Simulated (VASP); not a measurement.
Wanted: the native input for a VASP 6.6.1 run.

```yaml
Task: single point
Functional: PBE
Potentials_or_basis: VASP PAW PBE potentials, release 64 (Ga_d, P)
Cutoff: 520 eV
k_mesh: 6 × 6 × 1
Occupations: gaussian, width 0.1 eV
Spin: no spin polarisation
Dipole_correction: yes
Further_INCAR_settings: ALGO = Normal; EDIFF = 1e-06; NBANDS = 26
```

The structure of GaP lies in POSCAR:

```
GaP
1.0
    3.6165848900      0.0000000000      0.0000000000
   -1.8082929500      3.1320551900      0.0000000000
    0.0000000000      0.0000000000     19.0000000000
Ga P
2 2
Direct
    0.3333333300      0.6666666700      0.4341618300
    0.3333333300      0.6666666700      0.5658381700
    0.0000000000      0.0000000000      0.3765534400
    0.0000000000      0.0000000000      0.6234465600
```

The cell was built from a structure type or drawn by symmetry, and may not be a known phase.

The input as run:

INCAR

```
ALGO     = Normal         # electronic algorithm
DIPOL    = 0.5 0.5 0.500
EDIFF    = 1E-6           # SCF threshold, eV
ENCUT    = 520            # plane-wave cutoff, eV
GGA      = PE             # functional
IDIPOL   = 3            
ISIF     = 2              # what is computed and relaxed
ISMEAR   = 0              # smearing method
LASPH    = T              # aspherical terms in the spheres
LCHARG   = T              # write CHGCAR
LDIPOL   = T            
LELF     = T              # ELF
LREAL    = F              # projectors in reciprocal space
LVACPOTAV= T            
LVHAR    = T            
LWAVE    = F              # write WAVECAR
NBANDS   = 26             # bands
NELM     = 100            # most SCF steps
PREC     = Accurate       # precision mode
SIGMA    = 0.1            # smearing width, eV
```

KPOINTS

```
k-points
0
Gamma
  6 6 1
```

Potentials or basis: VASP PAW PBE potentials, release 64 (Ga_d, P).

Command:

```console
$ cat potpaw_PBE.64/Ga_d/POTCAR potpaw_PBE.64/P/POTCAR > POTCAR
$ mpirun -np 1 vasp_std > vasp.out
```

It gave:

- Largest force: 0.664 eV/Å
- Band gap on the k mesh: zero (bands 18 and 19 overlap by 1.56 eV)

It took 86 s on 1 thread of Intel(R) Xeon(R) 6975P-C (Granite Rapids), on a shared host, peak memory 0.32 GiB.
